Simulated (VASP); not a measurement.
Input of a VASP 6.6.1 run:

POSCAR

```
BN
1.0
    0.0219286293      1.8048254535      1.8048254535
    1.8048254535      0.0219286293      1.8048254535
    1.8267540828      1.8267540828      0.0000000000
B N
1 1
Direct
    0.0001103318      0.0001103318     -0.0001103318
    0.2498896682      0.2498896682      0.2501103318
```

The input INCAR.step1:

```
SYSTEM = BN
ALGO = Normal
EDIFF = 1E-4
ENCUT = 520
GGA = PE
ISMEAR = 0
LASPH = .TRUE.
LCHARG = .FALSE.
LREAL = .FALSE.
LWAVE = .TRUE.
NBANDS = 11
NELM = 100
PREC = Accurate
SIGMA = 0.01
```

The input INCAR.step2:

```
SYSTEM = BN
ALGO = Normal
EDIFF = 1E-6
ENCUT = 520
ISIF = 2
ISMEAR = 0
ISTART = 1
LASPH = .TRUE.
LCHARG = .FALSE.
LMIXTAU = .TRUE.
LREAL = .FALSE.
LWAVE = .FALSE.
METAGGA = R2SCAN
NBANDS = 11
NELM = 100
PREC = Accurate
SIGMA = 0.01
```

KPOINTS

```
k-points
0
G
  12 12 12
  0 0 0
```

Potentials or basis: VASP PAW PBE potentials, release 64 (B, N).

The run is started by

```sh
$ cat potpaw_PBE.64/B/POTCAR potpaw_PBE.64/N/POTCAR > POTCAR
$ cp INCAR.step1 INCAR
$ mpirun -np 1 vasp_std > vasp.out
$ cp INCAR.step2 INCAR
$ mpirun -np 1 vasp_std > vasp.out
```

Question: What does it give for the band gap on the k mesh?

Answer: 4.88 eV, indirect (least direct gap 9.17 eV).

Question: What does it give for the largest force?

Answer: 0.006 eV/Å.

Question: What does it give for the pressure?

Answer: 1.4 GPa.

Stress tensor (GPa, compression positive):
```
  1.52 -11.44   0.00
-11.44   1.52   0.00
  0.00   0.00   1.20
```

Caveat: the cell differs from its parent crystal (shear xy strain +2.4%); the PAW data sets were made with another functional, which shifts forces and pressure a little. A k mesh can miss the band edges.
